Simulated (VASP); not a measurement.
A run of VASP 6.6.1 is set up as follows.

Contents of INCAR:

```
SYSTEM = AlN
ALGO = Normal
EDIFF = 1E-6
ENCUT = 600
GGA = CA
GGA_COMPAT = .FALSE.
ISIF = 2
ISMEAR = -1
LASPH = .TRUE.
LCHARG = .FALSE.
LREAL = .FALSE.
LWAVE = .FALSE.
NBANDS = 11
NELM = 120
PREC = Accurate
SIGMA = 0.02
```

Contents of KPOINTS:

```
k-points
0
G
  8 8 8
  0 0 0
```

POSCAR

```
AlN
1.0
    0.0000000000      2.0674500000      1.7859410431
    2.0674500000      0.0000000000      1.7859410431
    2.0674500000      2.0674500000      0.0000000000
Al N
1 1
Direct
    0.0000000000      0.0000000000      0.0000000000
    0.5000000000      0.5000000000      0.5000000000
```

Potentials or basis: VASP PAW LDA potentials, release 64 (Al, N).

Run with:

```console
$ cat potpaw_LDA.64/Al/POTCAR potpaw_LDA.64/N/POTCAR > POTCAR
$ mpirun -np 1 vasp_std > vasp.out
```

**Question.** What does it give for the band gap on the k mesh?

**Answer.** 3.77 eV, indirect (least direct gap 6.15 eV).

**Question.** Estimate the pressure.

**Answer.** 32.0 GPa.

Stress tensor (GPa, compression positive):
```
 4.48  0.00  0.00
 0.00  4.48  0.00
 0.00  0.00 87.14
```

A k mesh can miss the band edges. As with any semilocal functional, this LDA gap is likely too small.
